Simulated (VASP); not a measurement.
Here is a VASP 6.6.1 calculation.

Contents of INCAR:

```
PREC     = Accurate       # precision mode
ENCUT    = 520            # plane-wave cutoff, eV
EDIFF    = 1E-6           # SCF threshold, eV
ISMEAR   = 0              # smearing method
SIGMA    = 0.05           # smearing width, eV
LREAL    = False          # projectors in reciprocal space
LASPH    = True           # aspherical terms in the spheres
NELM     = 80             # most SCF steps
ALGO     = Normal         # electronic algorithm
ISIF     = 2              # what is computed and relaxed
LWAVE    = False          # write WAVECAR
LCHARG   = True           # write CHGCAR
GGA      = PE             # functional
LELF     = True           # ELF
LVHAR    = True         
NBANDS   = 28             # bands
```

File KPOINTS:

```
regular mesh
0
Gamma
  8 8 6
```

The input POSCAR:

```
TePb
1.0
    4.4648387248      0.0000000000      0.0000000000
   -2.2324193624      3.8666637595      0.0000000000
    0.0000000000      0.0000000000      7.8855801163
Pb Te
2 2
Direct
    0.0000000000      0.0000000000      0.0000000000
    0.0000000000      0.0000000000      0.5000000000
    0.3333333333      0.6666666667      0.2500000000
    0.6666666667      0.3333333333      0.7500000000
```

Potentials or basis: VASP PAW PBE potentials, release 64 (Pb_d, Te).

Launch:

```sh
$ cat potpaw_PBE.64/Pb_d/POTCAR potpaw_PBE.64/Te/POTCAR > POTCAR
$ mpirun -np 1 vasp_std > vasp.out
```

Question: What does it give for the pressure?

Answer: 2.3 GPa.

Question: What does it give for the band gap on the k mesh?

Answer: 0.10 eV (least direct gap 0.11 eV).

Caveat: spin-orbit coupling is left out, which moves the levels of the heavy elements. A k mesh can miss the band edges.
